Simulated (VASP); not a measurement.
A run of VASP 6.6.1 is set up as follows.

The input INCAR:

```
ALGO = Normal ; EDIFF = 1E-6
EDIFFG = -0.04 ; ENCUT = 600
GGA = PE ; IBRION = 2
ISIF = 3 ; ISMEAR = 0
LASPH = T ; LCHARG = F
LREAL = F ; LWAVE = F
NELM = 100 ; NSW = 90
PREC = Accurate ; SIGMA = 0.1
```

Contents of KPOINTS:

```
k-points
0
Gamma
  4 4 4
```

File POSCAR:

```
NbAl3N4
1.0
    4.8707311500      0.0000000000      0.0000000000
    0.0000000000      4.8707311500      0.0000000000
    0.0000000000      0.0000000000      4.8707311500
Al Nb N
3 1 4
Direct
    0.0000000000      0.5000000000      0.5000000000
    0.5000000000      0.0000000000      0.5000000000
    0.5000000000      0.5000000000      0.0000000000
    0.0000000000      0.0000000000      0.0000000000
    0.5000000000      0.0000000000      0.0000000000
    0.0000000000      0.5000000000      0.0000000000
    0.0000000000      0.0000000000      0.5000000000
    0.5000000000      0.5000000000      0.5000000000
```

Potentials or basis: VASP PAW PBE potentials, release 64 (Al, Nb_sv, N).

Command:

```console
$ cat potpaw_PBE.64/Al/POTCAR potpaw_PBE.64/Nb_sv/POTCAR potpaw_PBE.64/N/POTCAR > POTCAR
$ mpirun -np 1 vasp_std > vasp.out
```

**Question.** What does it give for the relaxed volume?

**Answer.** 9.33 Å³/atom.

**Question.** What does it give for the space group after relaxing (to 0.05 Å)?

**Answer.** Pm-3m (No. 221).

**Question.** Estimate the relaxed cell.

**Answer.** a = 4.210 Å, b = 4.210 Å, c = 4.210 Å, α = 90.00°, β = 90.00°, γ = 90.00°.

The path:
| step | energy change (eV) | largest force (eV/Å) | pressure (GPa) | volume (Å³) |
| --- | --- | --- | --- | --- |
| 1 | 0.0000 | 0.0000 | -40.61 | 115.55 |
| 2 | -6.2381 | 0.0000 | 51.31 | 64.50 |
| 3 | -7.6860 | 0.0000 | -1.66 | 75.31 |
| 4 | -7.6882 | 0.0000 | 0.65 | 74.62 |

Caveat: the volume moved by over 15 % at a fixed basis, so the end points are rough.
